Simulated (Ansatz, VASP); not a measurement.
# Rb in VASP and in Ansatz

```
Rb
1.0
     0.00000    2.97973    2.97973
     2.97973    0.00000    2.97973
     2.97973    2.97973    0.00000
Rb
1
Direct
  0.00000 0.00000 0.00000
```

Change from the starting cell: volume scaled by 0.58, LAPW.

Alike in both runs: task single point; functional PBE; k mesh 10 × 10 × 10; occupations fermi-dirac, width 0.08 eV; no spin polarisation.

|  | VASP | Ansatz |
| --- | --- | --- |
| version | VASP 6.6.1 | Ansatz 0.2.0 |
| potentials or method | VASP PAW PBE potentials, release 64 (Rb_sv), cutoff 520 eV | all-electron LAPW, scalar-relativistic |

```csv
,VASP,Ansatz,Ansatz less VASP
pressure (GPa),4.1,4.1,0.00
```

Ansatz ran all-electron here, and VASP with PAW potentials.
